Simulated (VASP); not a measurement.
# SiO2 (I4_1/amd) in VASP: a series of runs

The runs below take SiO2 through single point, with r2SCAN+rVV10.

Everything below comes from runs of VASP 6.6.1. Logs are shortened: lines on timing, memory, paths and dates and some standing lists are left out, and cuts for length are marked.

### 1 The cell of the first run

It takes space group I4_1/amd (No. 141, tetragonal). Conventional cell: a = 3.485 Å, b = 3.485 Å, c = 8.384 Å, α = 90.00°, β = 90.00°, γ = 90.00°. Within 2.3 Å of Si (site symmetry -4m2) lie 6 O at 1.76 to 1.78 Å. Within 2.3 Å of O (site symmetry 2mm) lie 3 Si at 1.76 to 1.78 Å and 2 O at 2.25 Å.

### 2 Single point, r2SCAN+rVV10

POSCAR reads:

```
SiO2
1.0
   -1.7424829218      1.7424829218      4.1922323413
    1.7424829218     -1.7424829218      4.1922323413
    1.7424829218      1.7424829218     -4.1922323413
Si O
2 4
Direct
    0.7500000000      0.2500000000      0.5000000000
    0.0000000000      0.0000000000      0.0000000000
    0.5404968811      0.0404968811      0.5000000000
    0.7904968811      0.7904968811      0.0000000000
    0.2095031189      0.2095031189      0.0000000000
    0.9595031189      0.4595031189      0.5000000000
```

INCAR.step1 reads:

```
  PREC = Accurate
  ENCUT = 520
  ISMEAR = -1
  SIGMA = 0.03
  LREAL = False
  LASPH = True
  NELM = 100
  NBANDS = 25
  GGA = PE
  ALGO = Normal
  EDIFF = 1E-4
  LWAVE = True
  LCHARG = False
```

INCAR.step2 reads:

```
  PREC = Accurate
  ENCUT = 520
  EDIFF = 1E-6
  ISMEAR = -1
  SIGMA = 0.03
  LREAL = False
  LASPH = True
  NELM = 100
  ALGO = Normal
  ISIF = 2
  LWAVE = False
  LCHARG = True
  METAGGA = R2SCAN
  LMIXTAU = True
  LUSE_VDW = True
  IVDW_NL = 2
  BPARAM = 11.95
  CPARAM = 0.0093
  LELF = True
  LVHAR = True
  NBANDS = 25
  ISTART = 1
```

KPOINTS reads:

```
regular mesh
0
Gamma
  10 10 10
```

Potentials or basis: VASP PAW PBE potentials, release 64 (Si, O).

Run with:

```
> cat potpaw_PBE.64/Si/POTCAR potpaw_PBE.64/O/POTCAR > POTCAR
> cp INCAR.step1 INCAR
> mpirun -np 1 vasp_std > vasp.out
> cp INCAR.step2 INCAR
> mpirun -np 1 vasp_std > vasp.out
```

OUTCAR:

```text
PREC = Accurate
   ENCUT = 520
   EDIFF = 1E-6
   ISMEAR = -1
   LREAL = False
   LASPH = True
   NELM = 100
   ISIF = 2
   METAGGA = R2SCAN
   IVDW_NL = 2
   BPARAM = 11.95
   ISTART = 1

 ion  position               nearest neighbor table
   1  0.750  0.250  0.500-   3 1.76   6 1.76   5 1.78   4 1.78   4 1.78   5 1.78   2 2.73   2 2.73
                             2 2.73   2 2.73
   2  0.000  0.000  0.000-   4 1.76   5 1.76   3 1.78   6 1.78   3 1.78   6 1.78   1 2.73   1 2.73
                             1 2.73   1 2.73
   3  0.540  0.040  0.500-   1 1.76   2 1.78   2 1.78
   4  0.790  0.790  0.000-   2 1.76   1 1.78   1 1.78
   5  0.210  0.210  0.000-   2 1.76   1 1.78   1 1.78
   6  0.960  0.460  0.500-   1 1.76   2 1.78   2 1.78

  LATTYP: Found a body centered tetragonal cell.
 ALAT       =     3.4849658436
 C/A-ratio  =     2.4058957989

  Lattice vectors:

 A1 = (  -1.7424829218,   1.7424829218,   4.1922323413)
 A2 = (   1.7424829218,  -1.7424829218,   4.1922323413)
 A3 = (   1.7424829218,   1.7424829218,  -4.1922323413)

Analysis of symmetry for initial positions (statically):
=====================================================================
 Subroutine PRICEL returns:
 Original cell was already a primitive cell.

 Routine SETGRP: Setting up the symmetry group for a
 body centered tetragonal supercell.

 Subroutine GETGRP returns: Found 16 space group operations
 (whereof  8 operations were pure point group operations)
 out of a pool of 16 trial point group operations.

The static configuration has the point symmetry D_2d.
 The point group associated with its full space group is D_4h.

Analysis of symmetry for dynamics (positions and initial velocities):
=====================================================================
 Subroutine PRICEL returns:
 Original cell was already a primitive cell.

 Routine SETGRP: Setting up the symmetry group for a
 body centered tetragonal supercell.

 Subroutine GETGRP returns: Found 16 space group operations
 (whereof  8 operations were pure point group operations)
 out of a pool of 16 trial point group operations.

The dynamic configuration has the point symmetry D_2d.
 The point group associated with its full space group is D_4h.

 Subroutine INISYM returns: Found 16 space group operations
 (whereof  8 operations are pure point group operations),
 and found     1 'primitive' translations

----------------------------------------------------------------------------------------

[... 99 lines left out ...]
   NELM   =    100;   NELMIN=  2; NELMDL=  0     # of ELM steps
   EDIFF  = 0.1E-05   stopping-criterion for ELM
   LREAL  =      F    real-space projection
   EDIFFG = 0.1E-04   stopping-criterion for IOM
   NSW    =      0    number of steps for IOM
   IBRION =     -1    ionic relax: 0-MD 1-quasi-New 2-CG
   NFREE  =      0    steps in history (QN), initial steepest desc. (CG)
   ISIF   =      2    stress and relaxation
   ISYM   =      2    0-nonsym 1-usesym 2-fastsym
   POTIM  = 0.5000    time-step for ionic-motion
   TEBEG  =    0.0;   TEEND  =   0.0 temperature during run
   PSTRESS=    0.0 pullay stress
   NELECT =      32.0000    total number of electrons
   NUPDOWN=      -1.0000    fix difference up-down
   EMIN   =  10.00;   EMAX   =-10.00  energy-range for DOS
   EFERMI =   0.00;   METHOD = LEGACY
   ISMEAR =    -1;   SIGMA  =   0.03  broadening in eV -4-tet -1-fermi 0-gaus
   EFERMI_NEDOS =   21; number of points for ismear=-14 and -15
   IALGO  =     38    algorithm
   IMIX   =      4    mixing-type and parameters
     AMIX     =   0.40;   BMIX     =  1.00
     AMIX_MAG =   1.60;   BMIX_MAG =  1.00
  volume/ion in A,a.u.               =       8.49        57.26
  Fermi-wavevector in a.u.,A,eV,Ry     =   1.402310  2.649982 26.755493  1.966473
  Thomas-Fermi vector in A             =   2.525084
   LORBIT       =      0    0 simple, 1 ext, 2 COOP (PROOUT), +10 PAW based schemes
   METAGGA = R2SCAN    functional components
   LHFCALC =     F    Hartree Fock is set to
   AEXX    =    0.0000 exact exchange contribution
   IVDW_NL    =     2    kernel type
   BPARAM     =11.9500
   IVDW    =     0    specifies the selected vdW correction
   LEPSILON=     F    determine dielectric tensor
   LRPA    =     F    only Hartree local field effects (RPA)
 non-spin polarized calculation
  energy-cutoff  :      520.00
  volume of cell :       50.91
 maximum number of plane-waves:      1408
   NGX = 19   NGY = 19   NGZ = 19

 number of electron      32.0000008 magnetization

 Free energy of the ion-electron system (eV)
  ---------------------------------------------------
  ext. energy  EPLUGINS =         0.00000000
  ---------------------------------------------------
  free energy    TOTEN  =       -57.60303533 eV

  energy without entropy =      -57.60303533  energy(sigma->0) =      -57.60303533

 E-fermi :   6.4353     XC(G=0): -12.2680

 val. band max:        5.7670956487   @ k =  -0.4000   0.4000   0.0000
 cond. band min:      13.0169584942   @ k =   0.0000   0.0000   0.0000
 fundamental gap:      7.2498628455
 Fermi energy:         6.4353290679

 k-point     1 :       0.0000    0.0000    0.0000
  band No.  band energies     occupation
      1     -16.8994      2.00000
      2     -13.8517      2.00000
      3     -12.8276      2.00000
      4     -11.9968      2.00000
      5      -2.0716      2.00000
      6      -2.0716      2.00000
[... 661 lines left out ...]
     24      21.0868      0.00000
     25      21.8763      0.00000

 [... further k-points ...]
[... 5 lines left out ...]
  --------------------------------------------------------------------------------------
  -------------------------------------------------------------------------------------
  Total        0.0740365      0.0740365      0.3356892      0.0000000      0.0000000      0.0000000
  in kB        2.3297744      2.3297744     10.5634450      0.0000000      0.0000000      0.0000000
  external PRESSURE =       5.0743313 kB  Pullay stress =       0.0000000 kB

 VOLUME and BASIS-vectors are now :
 -----------------------------------------------------------------------------
  energy-cutoff  :      520.00
  volume of cell :       50.91
      direct lattice vectors                 reciprocal lattice vectors
    -1.742482922  1.742482922  4.192232341     0.000000000  0.286946858  0.119268199
     1.742482922 -1.742482922  4.192232341     0.286946858  0.000000000  0.119268199
     1.742482922  1.742482922 -4.192232341     0.286946858  0.286946858  0.000000000

 POSITION                                       TOTAL-FORCE (eV/Angst)
 -----------------------------------------------------------------------------------
     -0.00000      1.74248      2.09612         0.000000      0.000000     -0.000000
      0.00000      0.00000      0.00000         0.000000      0.000000     -0.000000
      0.00000      1.74248      0.33954        -0.000000      0.000000     -0.013164
      0.00000      0.00000      6.62789         0.000000     -0.000000     -0.013164
      0.00000      0.00000      1.75657         0.000000     -0.000000      0.013164
      0.00000      1.74248      3.85269        -0.000000      0.000000      0.013164
 -----------------------------------------------------------------------------------
    total drift:                               -0.000000      0.000000      0.000000

  FREE ENERGIE OF THE ION-ELECTRON SYSTEM (eV)
  ---------------------------------------------------
  free  energy   TOTEN  =       -57.6030353297 eV

  energy  without entropy=      -57.6030353297  energy(sigma->0) =      -57.60303533
```

OUTCAR.step1:

```text
PREC = Accurate
   ENCUT = 520
   ISMEAR = -1
   LREAL = False
   LASPH = True
   NELM = 100
[... 911 lines left out ...]
      0.00000      0.00000      6.62789         0.000000     -0.000000     -0.090447
      0.00000      0.00000      1.75657         0.000000     -0.000000      0.090447
      0.00000      1.74248      3.85269        -0.000000      0.000000      0.090447
 -----------------------------------------------------------------------------------
    total drift:                               -0.000000      0.000000      0.000000

  FREE ENERGIE OF THE ION-ELECTRON SYSTEM (eV)
  ---------------------------------------------------
  free  energy   TOTEN  =       -45.9715305809 eV

  energy  without entropy=      -45.9715305809  energy(sigma->0) =      -45.97153058
```

OSZICAR.step1:

```text
N       E                     dE             d eps       ncg     rms          rms(c)
DAV:   1     0.143501304747E+03    0.14350E+03   -0.17551E+04  5108   0.122E+03
DAV:   2    -0.432751989119E+02   -0.18678E+03   -0.17879E+03  6484   0.281E+02
DAV:   3    -0.507404964270E+02   -0.74653E+01   -0.74346E+01  6868   0.546E+01
DAV:   4    -0.507945271887E+02   -0.54031E-01   -0.54014E-01  5880   0.536E+00
DAV:   5    -0.507950136230E+02   -0.48643E-03   -0.48636E-03  6834   0.488E-01    0.178E+01
DAV:   6    -0.459341565243E+02    0.48609E+01   -0.13539E+01  6188   0.248E+01    0.826E+00
DAV:   7    -0.459551629160E+02   -0.21006E-01   -0.68331E-01  6460   0.493E+00    0.293E+00
DAV:   8    -0.459644280894E+02   -0.92652E-02   -0.24272E-02  6236   0.139E+00    0.113E+00
DAV:   9    -0.459711386472E+02   -0.67106E-02   -0.11138E-02  5962   0.878E-01    0.267E-01
DAV:  10    -0.459715380931E+02   -0.39945E-03   -0.80996E-04  6548   0.198E-01    0.587E-02
DAV:  11    -0.459715305809E+02    0.75122E-05   -0.10406E-04  4269   0.799E-02
   1 F= -.45971531E+02 E0= -.45971531E+02  d E =-.275307E-11
```

It took 4.9 min on 1 thread of Intel Xeon 6975P-C (Granite Rapids), shared host; peak memory 0.45 GiB.

What came out:

```
Free energy            : -57.6030 eV
Pressure               : 0.5 GPa
Largest force          : 0.013 eV/Å
Band gap on the k mesh : 7.25 eV (least direct gap 8.03 eV)
```

Forces in eV/Å, atoms in the order of the input:
```
Si   0.000  0.000  0.000
Si   0.000  0.000  0.000
O    0.000  0.000 -0.013
O    0.000  0.000 -0.013
O    0.000  0.000  0.013
O    0.000  0.000  0.013
```

Stress tensor (GPa, compression positive):
```
0.23 0.00 0.00
0.00 0.23 0.00
0.00 0.00 1.06
```

Levels at points of the mesh, in eV from the valence-band top:
```tsv
k point	band 12	band 13	band 14	band 15	band 16	band 17	band 18	band 19	band 20	band 21
(0.00, 0.00, 0.00)	-1.46	-0.90	-0.90	-0.78	-0.78	7.25	9.70	11.94	12.95	13.32
(0.50, 0.00, 0.00)	-2.41	-2.04	-2.00	-1.41	-1.34	9.92	10.30	12.16	12.57	13.02
(0.50, 0.50, 0.00)	-2.40	-2.16	-2.16	-0.08	-0.08	10.82	10.82	12.29	12.29	12.60
(0.50, 0.50, 0.50)	-4.14	-2.18	-2.18	-0.54	-0.54	8.40	8.40	11.20	11.20	12.96
```

Caveat: the PAW data sets were made with another functional, which shifts forces and pressure a little. A k mesh can miss the band edges.

### 3 Single point, r2SCAN+rVV10

POSCAR is that of step 2.

INCAR.step1 reads:

```
ALGO = Normal ; EDIFF = 1E-4
ENCUT = 520 ; GGA = PE
ISMEAR = -1 ; LASPH = T
LCHARG = F ; LREAL = F
LWAVE = T ; NBANDS = 25
NELM = 100 ; PREC = Accurate
SIGMA = 0.03
```

INCAR.step2 reads:

```
ALGO = Normal ; BPARAM = 11.95
CPARAM = 0.0093 ; EDIFF = 1E-7
ENCUT = 520 ; ISIF = 2
ISMEAR = -1 ; ISTART = 1
IVDW_NL = 2 ; LASPH = T
LCHARG = T ; LELF = T
LMIXTAU = T ; LREAL = F
LUSE_VDW = T ; LVHAR = T
LWAVE = F ; METAGGA = R2SCAN
NBANDS = 25 ; NELM = 100
PREC = Accurate ; SIGMA = 0.03
```

KPOINTS reads:

```
k-points
0
Gamma
  12 12 12
```

Potentials or basis: VASP PAW PBE potentials, release 64 (Si, O).

Run with:

```
> cat potpaw_PBE.64/Si/POTCAR potpaw_PBE.64/O/POTCAR > POTCAR
> cp INCAR.step1 INCAR
> mpirun -np 1 vasp_std > vasp.out
> cp INCAR.step2 INCAR
> mpirun -np 1 vasp_std > vasp.out
```

It took 8.8 min on 1 thread of Intel Xeon 6975P-C (Granite Rapids), shared host; peak memory 0.48 GiB.

Results (log left out):

* Free energy: -57.6030 eV
* Pressure: 0.5 GPa
* Largest force: 0.013 eV/Å
* Band gap on the k mesh: 7.24 eV (least direct gap 8.03 eV)

Forces on the atoms (eV/Å):
```
Si   0.000  0.000  0.000
Si   0.000  0.000  0.000
O    0.000  0.000 -0.013
O    0.000  0.000 -0.013
O    0.000  0.000  0.013
O    0.000  0.000  0.013
```

Stress tensor (GPa, compression positive):
```
0.22 0.00 0.00
0.00 0.22 0.00
0.00 0.00 1.05
```

Levels at points of the mesh, in eV from the valence-band top:
```
           k point  band 12  band 13  band 14  band 15  band 16  band 17  band 18  band 19  band 20  band 21
(0.00, 0.00, 0.00)    -1.47    -0.91    -0.91    -0.80    -0.80     7.24     9.68    11.92    12.94    13.31
(0.50, 0.00, 0.00)    -2.43    -2.05    -2.01    -1.42    -1.35     9.91    10.29    12.15    12.55    13.00
(0.50, 0.50, 0.00)    -2.41    -2.18    -2.18    -0.09    -0.09    10.81    10.81    12.28    12.28    12.59
(0.50, 0.50, 0.50)    -4.15    -2.19    -2.19    -0.56    -0.56     8.39     8.39    11.18    11.18    12.95
```

Caveat: the PAW data sets were made with another functional, which shifts forces and pressure a little. A k mesh can miss the band edges.
